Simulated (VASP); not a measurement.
BP, 2 atoms in the cell. The structure is tetragonal, space group I-4m2 (No. 119). The conventional cell has a = 3.216 Å, b = 3.216 Å, c = 4.639 Å, α = 90.00°, β = 90.00°, γ = 90.00°. B (site symmetry -4m2) has 4 P at 1.98 Å within 2.6 Å. Within 2.6 Å of P (site symmetry -4m2) lie 4 B at 1.98 Å.  This cell differs from its parent crystal: strain +0.0200 x Voigt [0, 1, 0, 0, 0, 0].

| Property | Result |
| --- | --- |
| Program | VASP 6.6.1 |
| Task | single point |
| Functional | PBE |
| Potentials or basis | VASP PAW PBE potentials, release 64 (B, P) |
| Cutoff | 520 eV |
| k mesh | 10 × 10 × 10 |
| Occupations | gaussian, width 0.05 eV |
| Spin | no spin polarisation |
| Dipole correction | no |
| Further INCAR settings | ALGO = Normal; EDIFF = 1e-06; NBANDS = 11 |

Potentials or basis: VASP PAW PBE potentials, release 64 (B, P).

The run is started by

```sh
$ cat potpaw_PBE.64/B/POTCAR potpaw_PBE.64/P/POTCAR > POTCAR
$ mpirun -np 1 vasp_std > vasp.out
```

Hardware: 1 thread of Intel(R) Xeon(R) 6975P-C (Granite Rapids), with other jobs on the host.

Task: How long does it take, and how much memory?

Result: Run time: 6.8 s on 1 thread of Intel(R) Xeon(R) 6975P-C (Granite Rapids) (shared host), peak memory 0.14 GiB. Counts: scf iterations 13, k points 102.
